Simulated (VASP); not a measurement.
**TiO2 (Rutile): single point with PBE**

TiO2 (Rutile):

```xyz
6
Lattice="4.6724 0.0000 0.0000 0.0000 4.6724 0.0000 0.0000 0.0000 3.0091" Properties=species:S:1:pos:R:3 pbc="T T T"
Ti    0.0000    0.0000    0.0000
Ti    2.3362    2.3362    1.5045
O     1.4249    1.4249    0.0000
O     0.9113    3.7611    1.5045
O     3.2475    3.2475    0.0000
O     3.7611    0.9113    1.5045
```

```
Program             : VASP 6.6.1
Task                : single point
Functional          : PBE
Potentials or basis : VASP PAW PBE potentials, release 64 (Ti_sv, O)
Cutoff              : 520 eV
k mesh              : 4 × 4 × 6
Occupations         : gaussian, width 0.01 eV
Spin                : no spin polarisation
```

```yaml
Pressure: -5.7 GPa
Largest_force: 0.120 eV/Å
Band_gap_on_the_k_mesh: 1.74 eV, direct
```

Forces on the atoms (eV/Å):
```
Ti   0.000  0.000  0.000
Ti   0.000  0.000  0.000
O    0.085  0.085  0.000
O   -0.085  0.085  0.000
O   -0.085 -0.085  0.000
O    0.085 -0.085  0.000
```

Stress tensor (GPa, compression positive):
```
-4.52  0.00  0.00
 0.00 -4.52  0.00
 0.00  0.00 -7.95
```

Levels at points of the mesh, in eV from the valence-band top:
```
           k point  band 21  band 22  band 23  band 24  band 25  band 26  band 27  band 28
(0.00, 0.00, 0.00)    -0.71    -0.44    -0.44     0.00     1.74     2.02     2.24     2.32
(0.50, 0.00, 0.00)    -1.60    -1.60    -0.70    -0.70     2.36     2.36     2.79     2.79
(0.50, 0.50, 0.00)    -1.30    -1.30    -1.05    -1.05     1.78     1.78     2.34     2.34
(0.00, 0.00, 0.50)    -2.19    -2.19    -1.39    -1.39     2.75     2.75     2.92     2.92
(0.50, 0.00, 0.50)    -1.94    -1.94    -0.97    -0.97     1.79     1.79     2.94     2.94
(0.50, 0.50, 0.50)    -1.19    -1.19    -0.67    -0.67     2.42     2.42     2.96     2.96
```

Wall time 42 s on 1 thread of Intel(R) Xeon(R) 6975P-C (Granite Rapids), on a shared host, peak memory 0.19 GiB.

A k mesh can miss the band edges.
